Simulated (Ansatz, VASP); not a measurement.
One calculation of Ge, two programs

```
CELL_PARAMETERS angstrom
3.89984 0.00000 0.00000
-2.89838 2.60924 0.00000
-0.50073 -1.30462 3.64088
ATOMIC_POSITIONS crystal
Ge 0.50000 0.50000 0.00000
Ge 0.25000 0.75000 0.50000
```

Alike in both runs: functional LDA; k mesh 11 × 11 × 11; occupations gaussian, width 0.05 eV; no spin polarisation.

|  | VASP | Ansatz |
| --- | --- | --- |
| version | VASP 6.6.1 | Ansatz 0.2.0 |
| potentials or method | VASP PAW LDA potentials, release 64 (Ge_d), cutoff 520 eV | all-electron LAPW, scalar-relativistic |
| task | single point | band structure |

VASP gave:

```
gap on the k mesh at the Fermi level (eV)                     : none
pressure (GPa)                                                : -2.4
traceless stress, the component that is largest in VASP (GPa) : -0.02
```

Q: Which values does Ansatz return?

A: gap on the k mesh at the Fermi level (eV): none; pressure (GPa): -2.4; traceless stress, the component that is largest in VASP (GPa): -0.07.

LDA's correlation is that of Perdew and Zunger in VASP and of Perdew and Wang (1992) in Ansatz. A gap of «none» marks a metal or a gap that the smearing closes. Ansatz ran all-electron here, and VASP with PAW potentials.
